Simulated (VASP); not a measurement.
Runs of VASP 6.6.1 on AlN. The structure is that of space group P3m1 (No. 156), or close to it. The cells are those of the table. 

| cell | gap on the mesh (eV) | pressure (GPa) | largest force (eV/Å) |
| --- | --- | --- | --- |
| a = 3.111, b = 3.111, c = 14.456 Å, angles 90.0, 90.0, 60.0°, 8 atoms | none | 1.5 | 2.04 |
| a = 3.111, b = 3.111, c = 11.456 Å, angles 90.0, 90.0, 60.0°, 8 atoms | none | (a) | 2.30 |
| a = 3.111, b = 3.111, c = 10.456 Å, angles 90.0, 90.0, 60.0°, 8 atoms | 2.88 | -0.7 | 2.02 |
| a = 3.111, b = 3.111, c = 11.956 Å, angles 90.0, 90.0, 60.0°, 8 atoms | none | 0.7 | 2.25 |
| a = 3.111, b = 3.111, c = 10.956 Å, angles 90.0, 90.0, 60.0°, 8 atoms | 1.12 | (b) | 1.83 |

Alike in all rows: task single point; level PBE; potentials or basis VASP PAW PBE potentials, release 64 (Al, N); no spin polarisation; k mesh 8 × 8 × 3; cutoff (eV) 520; smearing gaussian 0.05 eV.

Question: Fill in the values left out.

Answer: (a) -0.1; (b) -0.9.

Caveats: forces of over 1 eV/Å act on the atoms, so gaps and moduli don't describe the material at rest; semilocal functionals underestimate gaps, so a narrow gap can read as zero (at least some runs); an odd mesh through Γ misses points on the zone boundary, where band edges can lie (at least some runs).

A gap of «none» marks levels without a gap at the run's occupations.
